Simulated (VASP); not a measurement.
AlN, 4 atoms in the cell. Symmetry: P6_3mc, No. 186, hexagonal system. Conventional cell: a = 3.104 Å, b = 3.104 Å, c = 4.928 Å, α = 90.00°, β = 90.00°, γ = 120.00°. Al (site symmetry 3m) has 4 N at 1.88 to 1.89 Å within 2.5 Å. N (site symmetry 3m) has 4 Al at 1.88 to 1.89 Å within 2.5 Å.  This cell differs from its parent crystal: film at in-plane strain +0.005.

* Program: VASP 6.6.1
* Task: single point
* Functional: LDA
* Potentials or basis: VASP PAW LDA potentials, release 64 (Al, N)
* Cutoff: 520 eV
* k mesh: 8 × 8 × 4
* Occupations: gaussian, width 0.01 eV
* Spin: no spin polarisation
* Dipole correction: no
* Further INCAR settings: ALGO = Normal; EDIFF = 1e-06; NBANDS = 16

Potentials or basis: VASP PAW LDA potentials, release 64 (Al, N).

Command:

```bash
$ cat potpaw_LDA.64/Al/POTCAR potpaw_LDA.64/N/POTCAR > POTCAR
$ mpirun -np 1 vasp_std > vasp.out
```

Hardware: 1 thread of AMD EPYC 7R13, on a shared host.

Question: Estimate the wall time of this run.

Answer: Wall time 28 s on 1 thread of AMD EPYC 7R13, on a shared host, peak memory 0.11 GiB. Counts: scf iterations 12, k points 30.
